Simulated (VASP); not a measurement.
A run of VASP 6.6.1:

File INCAR:

```
SYSTEM = SrO
  PREC = Accurate
  ENCUT = 520
  EDIFF = 1E-7
  ISMEAR = 0
  SIGMA = 0.05
  LREAL = .FALSE.
  LASPH = .TRUE.
  NELM = 80
  ALGO = Normal
  ISIF = 2
  LWAVE = .FALSE.
  LCHARG = .TRUE.
  GGA = PE
  LELF = .TRUE.
  LVHAR = .TRUE.
  NBANDS = 15
```

KPOINTS

```
Automatic mesh
0
G
  8 8 8
  0 0 0
```

POSCAR

```
SrO
1.0
    0.0000000000      2.4413100000      2.5055550000
    2.4413100000      0.0000000000      2.5055550000
    2.4413100000      2.4413100000      0.0000000000
Sr O
1 1
Direct
    0.0000000000      0.0000000000      0.0000000000
    0.5000000000      0.5000000000      0.5000000000
```

Potentials or basis: VASP PAW PBE potentials, release 64 (Sr_sv, O).

The run is started by

```sh
$ cat potpaw_PBE.64/Sr_sv/POTCAR potpaw_PBE.64/O/POTCAR > POTCAR
$ mpirun -np 1 vasp_std > vasp.out
```

Hardware: 1 thread of Intel Xeon 6975P-C (shared host).

Task: How long does it take, and how much memory?

Result: Wall time 36 s on 1 thread of Intel Xeon 6975P-C, on a shared host, peak memory 0.17 GiB. Counts: scf iterations 15, k points 59.
